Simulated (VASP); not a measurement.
# ScPt (P4/mmm) in VASP: notebook

ScPt is run at these levels: LDA; tasks: electric field gradients.

All numbers are computed with VASP 6.6.1; they aren't measurements. Logs are shortened: lines on timing, memory, paths and dates and some standing lists are left out, and cuts for length are marked.

## (1) The cell of the first run

Symmetry: P4/mmm, No. 123, tetragonal system. The conventional cell has a = 3.270 Å, b = 3.270 Å, c = 3.335 Å, α = 90.00°, β = 90.00°, γ = 90.00°. Sc (site symmetry 4/mmm) has 8 Pt at 2.85 Å and 6 Sc at 3.27 to 3.34 Å within 3.8 Å. Within 3.8 Å of Pt (site symmetry 4/mmm) lie 8 Sc at 2.85 Å and 6 Pt at 3.27 to 3.34 Å.

## (2) Electric field gradients, LDA (zz strain of +2 %)

INCAR

```
SYSTEM = ScPt
ALGO     = Normal         ! electronic algorithm
EDIFF    = 1E-8           ! SCF threshold, eV
ENCUT    = 520            ! plane-wave cutoff, eV
ISIF     = 2              ! what is computed and relaxed
ISMEAR   = -1             ! smearing method
LASPH    = .TRUE.         ! aspherical terms in the spheres
LCHARG   = .FALSE.        ! write CHGCAR
LEFG     = .TRUE.       
LREAL    = .FALSE.        ! projectors in reciprocal space
LWAVE    = .FALSE.        ! write WAVECAR
NBANDS   = 18             ! bands
NELM     = 80             ! most SCF steps
PREC     = Accurate       ! precision mode
SIGMA    = 0.05           ! smearing width, eV
```

KPOINTS

```
k-points
0
G
  10 10 10
  0 0 0
```

POSCAR

```
ScPt
1.0
    3.2700000000      0.0000000000      0.0000000000
    0.0000000000      3.2700000000      0.0000000000
    0.0000000000      0.0000000000      3.3354000000
Sc Pt
1 1
Direct
    0.5000000000      0.5000000000      0.5000000000
    0.0000000000      0.0000000000      0.0000000000
```

Potentials or basis: VASP PAW LDA potentials, release 64 (Sc_sv, Pt).

Started as:

```console
> cat potpaw_LDA.64/Sc_sv/POTCAR potpaw_LDA.64/Pt/POTCAR > POTCAR
> mpirun -np 1 vasp_std > vasp.out
```

OUTCAR:

```text
SYSTEM = ScPt
   EDIFF = 1E-8
   ENCUT = 520
   ISIF = 2
   ISMEAR = -1
   LASPH = .TRUE.
   LREAL = .FALSE.
   NELM = 80
   PREC = Accurate

 ion  position               nearest neighbor table
   1  0.500  0.500  0.500-   2 2.85   2 2.85   2 2.85   2 2.85   2 2.85   2 2.85   2 2.85   2 2.85

   2  0.000  0.000  0.000-   1 2.85   1 2.85   1 2.85   1 2.85   1 2.85   1 2.85   1 2.85   1 2.85

  LATTYP: Found a simple tetragonal cell.
 ALAT       =     3.2700000000
 C/A-ratio  =     1.0200000000

  Lattice vectors:

 A1 = (   3.2700000000,   0.0000000000,   0.0000000000)
 A2 = (   0.0000000000,   3.2700000000,   0.0000000000)
 A3 = (   0.0000000000,   0.0000000000,   3.3354000000)

Analysis of symmetry for initial positions (statically):
=====================================================================
 Subroutine PRICEL returns:
 Original cell was already a primitive cell.

 Routine SETGRP: Setting up the symmetry group for a
 simple tetragonal supercell.

 Subroutine GETGRP returns: Found 16 space group operations
 (whereof 16 operations were pure point group operations)
 out of a pool of 16 trial point group operations.

The static configuration has the point symmetry D_4h.

Analysis of symmetry for dynamics (positions and initial velocities):
=====================================================================
 Subroutine PRICEL returns:
 Original cell was already a primitive cell.

 Routine SETGRP: Setting up the symmetry group for a
 simple tetragonal supercell.

 Subroutine GETGRP returns: Found 16 space group operations
 (whereof 16 operations were pure point group operations)
 out of a pool of 16 trial point group operations.

The dynamic configuration has the point symmetry D_4h.

 Subroutine INISYM returns: Found 16 space group operations
 (whereof 16 operations are pure point group operations),
 and found     1 'primitive' translations

----------------------------------------------------------------------------------------

                                     Primitive cell

  volume of cell :      35.6651

  direct lattice vectors                    reciprocal lattice vectors
     3.270000000  0.000000000  0.000000000     0.305810398  0.000000000  0.000000000
     0.000000000  3.270000000  0.000000000     0.000000000  0.305810398  0.000000000
     0.000000000  0.000000000  3.335400000     0.000000000  0.000000000  0.299814115

  length of vectors
     3.270000000  3.270000000  3.335400000     0.305810398  0.305810398  0.299814115

  position of ions in fractional coordinates (direct lattice)
     0.500000000  0.500000000  0.500000000
     0.000000000  0.000000000  0.000000000

  ion indices of the primitive-cell ions
   primitive index   ion index
                 1           1
                 2           2

----------------------------------------------------------------------------------------

 KPOINTS: k-points

Automatic generation of k-mesh.
 Grid dimensions read from file:
 generate k-points for:   10   10   10

 Generating k-lattice:

  Cartesian coordinates                     Fractional coordinates (reciprocal lattice)
     0.030581040  0.000000000  0.000000000     0.100000000  0.000000000  0.000000000
     0.000000000  0.030581040  0.000000000     0.000000000  0.100000000  0.000000000
     0.000000000  0.000000000  0.029981412     0.000000000  0.000000000  0.100000000

  Length of vectors
     0.030581040  0.030581040  0.029981412

  Shift w.r.t. Gamma in fractional coordinates (k-lattice)
     0.000000000  0.000000000  0.000000000

 Subroutine IBZKPT returns following result:
 ===========================================

 Found    126 irreducible k-points:

 Following reciprocal coordinates:
            Coordinates               Weight
  0.000000  0.000000  0.000000      1.000000
  0.100000  0.000000  0.000000      4.000000
  0.200000  0.000000  0.000000      4.000000
  0.300000  0.000000  0.000000      4.000000
  0.400000  0.000000  0.000000      4.000000
  0.500000  0.000000  0.000000      2.000000
[... 16 lines left out ...]
  0.100000  0.000000  0.100000      8.000000
  0.200000  0.000000  0.100000      8.000000
 [... further k-points ...]
   k-points           NKPTS =    126   k-points in BZ     NKDIM =    126   number of bands    NBANDS=     18
   number of dos      NEDOS =    301   number of ions     NIONS =      2
   total plane-waves  NPLWV =  16128
   dimension x,y,z NGX =    24 NGY =   24 NGZ =   28
   dimension x,y,z NGXF=    48 NGYF=   48 NGZF=   56
   ions per type =               1   1
   NGX,Y,Z   is equivalent  to a cutoff of  12.20, 12.20, 13.96 a.u.
   NGXF,Y,Z  is equivalent  to a cutoff of  24.40, 24.40, 27.91 a.u.
 SYSTEM =  ScPt
   PREC   = accura    normal or accurate (medium, high low for compatibility)
   ISTART =      0    job   : 0-new  1-cont  2-samecut
   ICHARG =      2    charge: 1-file 2-atom 10-const
   ISPIN  =      1    spin polarized calculation?
   LNONCOLLINEAR =      F non collinear calculations
   LSORBIT =      F    spin-orbit coupling
   LASPH  =      T    aspherical Exc in radial PAW
   ENCUT  =  520.0 eV  38.22 Ry    6.18 a.u.   6.08  6.08  6.20*2*pi/ulx,y,z
   NELM   =     80;   NELMIN=  2; NELMDL= -5     # of ELM steps
   EDIFF  = 0.1E-07   stopping-criterion for ELM
   LREAL  =      F    real-space projection
   EDIFFG = 0.1E-06   stopping-criterion for IOM
   NSW    =      0    number of steps for IOM
   IBRION =     -1    ionic relax: 0-MD 1-quasi-New 2-CG
   NFREE  =      0    steps in history (QN), initial steepest desc. (CG)
   ISIF   =      2    stress and relaxation
   ISYM   =      2    0-nonsym 1-usesym 2-fastsym
   POTIM  = 0.5000    time-step for ionic-motion
   TEBEG  =    0.0;   TEEND  =   0.0 temperature during run
   PSTRESS=    0.0 pullay stress
   NELECT =      21.0000    total number of electrons
   NUPDOWN=      -1.0000    fix difference up-down
   EMIN   =  10.00;   EMAX   =-10.00  energy-range for DOS
   EFERMI =   0.00;   METHOD = LEGACY
   ISMEAR =    -1;   SIGMA  =   0.05  broadening in eV -4-tet -1-fermi 0-gaus
   EFERMI_NEDOS =   21; number of points for ismear=-14 and -15
   IALGO  =     38    algorithm
   IMIX   =      4    mixing-type and parameters
     AMIX     =   0.40;   BMIX     =  1.00
     AMIX_MAG =   1.60;   BMIX_MAG =  1.00
  volume/ion in A,a.u.               =      17.83       120.34
  Fermi-wavevector in a.u.,A,eV,Ry     =   1.372145  2.592979 25.616816  1.882783
  Thomas-Fermi vector in A             =   2.497779
   LORBIT       =      0    0 simple, 1 ext, 2 COOP (PROOUT), +10 PAW based schemes
   GGA     = CA    functional components
   LHFCALC =     F    Hartree Fock is set to
   AEXX    =    0.0000 exact exchange contribution
   IVDW    =     0    specifies the selected vdW correction
   LEPSILON=     F    determine dielectric tensor
   LRPA    =     F    only Hartree local field effects (RPA)
 non-spin polarized calculation
  energy-cutoff  :      520.00
  volume of cell :       35.67
 maximum number of plane-waves:       976
   NGX = 13   NGY = 13   NGZ = 13

 number of electron      20.9999998 magnetization

 Free energy of the ion-electron system (eV)
  ---------------------------------------------------
  ext. energy  EPLUGINS =         0.00000000
  ---------------------------------------------------
  free energy    TOTEN  =       -16.62682722 eV

  energy without entropy =      -16.61199422  energy(sigma->0) =      -16.61941072

 E-fermi :   7.6218     XC(G=0): -12.1355

 val. band max:        7.6096177348   @ k =   0.0000   0.0000   0.4000
 cond. band min:       7.6257368847   @ k =   0.3000   0.3000   0.4000
 fundamental gap:      0.0161191499
 Fermi energy:         7.6217997979

 k-point     1 :       0.0000    0.0000    0.0000
  band No.  band energies     occupation
      1     -41.6601      2.00000
      2     -20.5414      2.00000
      3     -20.5252      2.00000
      4     -20.5252      2.00000
      5      -0.3623      2.00000
      6       2.5109      2.00000
[... 10 lines left out ...]
     17      14.9852      0.00000
     18      14.9852      0.00000

 k-point     2 :       0.1000    0.0000    0.0000
  band No.  band energies     occupation
      1     -41.6579      2.00000
      2     -20.5490      2.00000
      3     -20.5402      2.00000
      4     -20.5239      2.00000
      5      -0.1794      2.00000
      6       2.5795      2.00000
[... 10 lines left out ...]
     17      15.0605      0.00000
     18      15.5509      0.00000

 k-point     3 :       0.2000    0.0000    0.0000
  band No.  band energies     occupation
      1     -41.6520      2.00000
      2     -20.6106      2.00000
      3     -20.5369      2.00000
      4     -20.5206      2.00000
      5       0.3410      2.00000
      6       2.7631      2.00000
[... 10 lines left out ...]
     17      16.4438      0.00000
     18      16.8833      0.00000

 k-point     4 :       0.3000    0.0000    0.0000
  band No.  band energies     occupation
      1     -41.6448      2.00000
      2     -20.6859      2.00000
      3     -20.5328      2.00000
      4     -20.5165      2.00000
      5       1.0968      2.00000
      6       3.0204      2.00000
[... 375 lines left out ...]
      4     -20.5243      2.00000
      5      -0.1882      2.00000
      6       2.5721      2.00000
[... 10 lines left out ...]
     17      15.5347      0.00000
     18      15.5347      0.00000

 k-point    23 :       0.1000    0.0000    0.1000
  band No.  band energies     occupation
      1     -41.6561      2.00000
      2     -20.5606      2.00000
      3     -20.5471      2.00000
      4     -20.5230      2.00000
      5      -0.0101      2.00000
      6       2.6554      2.00000
[... 10 lines left out ...]
     17      14.7736      0.00000
     18      15.9825      0.00000

 k-point    24 :       0.2000    0.0000    0.1000
  band No.  band energies     occupation
      1     -41.6504      2.00000
      2     -20.6090      2.00000
      3     -20.5555      2.00000
      4     -20.5193      2.00000
      5       0.4945      2.00000
      6       2.8352      2.00000
[... 10 lines left out ...]
     17      15.6079      0.00000
     18      17.1366      0.00000

 [... further k-points ...]
[... 5 lines left out ...]
  --------------------------------------------------------------------------------------
  -------------------------------------------------------------------------------------
  Total       -1.6716223     -1.6716223     -1.6720580      0.0000000      0.0000000      0.0000000
  in kB      -75.0940125    -75.0940125    -75.1135859      0.0000000      0.0000000      0.0000000
  external PRESSURE =     -75.1005369 kB  Pullay stress =       0.0000000 kB

 VOLUME and BASIS-vectors are now :
 -----------------------------------------------------------------------------
  energy-cutoff  :      520.00
  volume of cell :       35.67
      direct lattice vectors                 reciprocal lattice vectors
     3.270000000  0.000000000  0.000000000     0.305810398  0.000000000  0.000000000
     0.000000000  3.270000000  0.000000000     0.000000000  0.305810398  0.000000000
     0.000000000  0.000000000  3.335400000     0.000000000  0.000000000  0.299814115

 POSITION                                       TOTAL-FORCE (eV/Angst)
 -----------------------------------------------------------------------------------
      1.63500      1.63500      1.66770         0.000000      0.000000      0.000000
      0.00000      0.00000      0.00000         0.000000      0.000000      0.000000
 -----------------------------------------------------------------------------------
    total drift:                                0.000000      0.000000     -0.000000

  FREE ENERGIE OF THE ION-ELECTRON SYSTEM (eV)
  ---------------------------------------------------
  free  energy   TOTEN  =       -16.6268272204 eV

  energy  without entropy=      -16.6119942218  energy(sigma->0) =      -16.61941072

 Electric field gradients (V/A^2)
---------------------------------------------------------------------
 ion       V_xx      V_yy      V_zz      V_xy      V_xz      V_yz
---------------------------------------------------------------------
   1       0.646     0.646    -1.291    -0.000    -0.000     0.000
   2       3.816     3.816    -7.632     0.000     0.000    -0.000
---------------------------------------------------------------------

 Electric field gradients after diagonalization (V/A^2)
 (convention: |V_zz| > |V_xx| > |V_yy|)
----------------------------------------------------------------------
 ion       V_xx      V_yy      V_zz     asymmetry (V_yy - V_xx)/ V_zz
----------------------------------------------------------------------
   1       0.646     0.646    -1.291       0.000
   2       3.816     3.816    -7.632       0.000
----------------------------------------------------------------------

           NMR quadrupolar parameters

 Cq : quadrupolar parameter    Cq=e*Q*V_zz/h
 eta: asymmetry parameters     (V_yy - V_xx)/ V_zz
 Q  : nuclear electric quadrupole moment in mb (millibarn)
----------------------------------------------------------------------
 ion       Cq(MHz)       eta       Q (mb)
----------------------------------------------------------------------
   1      -0.003       0.000       1.000
   2      -0.018       0.000       1.000
----------------------------------------------------------------------
```

It took 42 s on 1 thread of AMD EPYC 9R45 (Zen 5), shared host; peak memory 0.17 GiB.

What came out:

| Quantity | Value |
| --- | --- |
| Free energy | -16.6268 eV |
| Pressure | -7.5 GPa |

Levels at points of the mesh, in eV from the Fermi level:
```csv
k point,band 8,band 9,band 10,band 11,band 12,band 13,band 14,band 15
"(0.00, 0.00, 0.00)",-2.83,-2.83,-2.73,1.30,1.46,3.34,3.35,3.35
"(0.50, 0.00, 0.00)",-3.24,-3.16,-2.42,-0.84,-0.11,1.02,1.18,2.59
"(0.50, 0.50, 0.00)",-3.91,-1.54,-0.70,0.40,0.40,2.01,3.40,3.40
"(0.00, 0.00, 0.50)",-3.12,-3.12,-2.37,-1.08,-0.17,1.21,1.21,2.65
"(0.50, 0.00, 0.50)",-3.75,-1.63,-0.88,0.26,0.30,1.81,3.38,3.42
"(0.50, 0.50, 0.50)",-1.58,-1.50,-1.41,-1.35,-1.35,2.97,3.50,3.59
```

Electric field gradients, principal values (V/Å²):
| atom | least | middle | greatest (by size) |
| --- | --- | --- | --- |
| 1 Sc | 0.646 | 0.646 | -1.291 |
| 2 Pt | 3.816 | 3.816 | -7.632 |

Caveat: the cell differs from its parent crystal (zz strain of +2 %); without QUAD_EFG the Cq values of the log hold for a quadrupole moment of 1 mb, not for the nuclei; spin-orbit coupling is left out, which moves the levels of the heavy elements.

(Continued in part 2 of 2.)
